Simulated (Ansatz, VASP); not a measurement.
# Two plane-wave programs on ZnS

The input INCAR:

```
SYSTEM = ZnS
PREC = Accurate ; ENCUT = 520
EDIFF = 1E-6 ; ISMEAR = 0
SIGMA = 0.05 ; LREAL = .FALSE.
LASPH = .TRUE. ; NELM = 80
ALGO = Normal ; ISIF = 2
LWAVE = .FALSE. ; LCHARG = .FALSE.
GGA = PS ; NBANDS = 16
```

KPOINTS

```
regular mesh
0
G
  10 10 10
  0 0 0
```

The input POSCAR:

```
ZnS
1.0
    0.0000000000      2.6782590749      2.6782590749
    2.6782590749      0.0000000000      2.6782590749
    2.6782590749      2.6782590749      0.0000000000
Zn S
1 1
Direct
    0.0000000000      0.0000000000      0.0000000000
    0.7500000000      0.7500000000      0.7500000000
```

Input for Ansatz:

```yaml
crystal:
  lattice:
    - [0.0, 2.6782590749, 2.6782590749]
    - [2.6782590749, 0.0, 2.6782590749]
    - [2.6782590749, 2.6782590749, 0.0]
  atoms:
    - { symbol: Zn, position: [0.0, 0.0, 0.0] }
    - { symbol: S, position: [0.75, 0.75, 0.75] }
basis:
  ecutwfc: 420
kpoints:
  mp_grid: { grid: [10, 10, 10] }
hamiltonian:
  xc: pbesol
scf:
  occupations: { method: gaussian, width: 0.05 }
output:
  forces: true
  stress: true
  eigenvalues: true
```

Alike in both runs: task single point; functional PBEsol; k mesh 10 × 10 × 10; occupations gaussian, width 0.05 eV; no spin polarisation.

|  | VASP | Ansatz |
| --- | --- | --- |
| version | VASP 6.6.1 | Ansatz 0.2.0 |
| potentials or method | VASP PAW PBE potentials, release 64 (Zn, S), cutoff 520 eV | scalar-relativistic, plane waves, PAW |
| valence electrons in the cell | 18 | 18 |

```csv
,VASP,Ansatz,Ansatz less VASP
gap on the k mesh at the Fermi level (eV),2.09,2.09,-0.007
least direct gap on the mesh (eV),2.09,2.09,-0.007
pressure (GPa),0.2,0.0,-0.20
```

VASP's potentials were made for PBE, not for PBEsol. With one functional, cell and mesh, what is left measures potentials, basis and numerics.
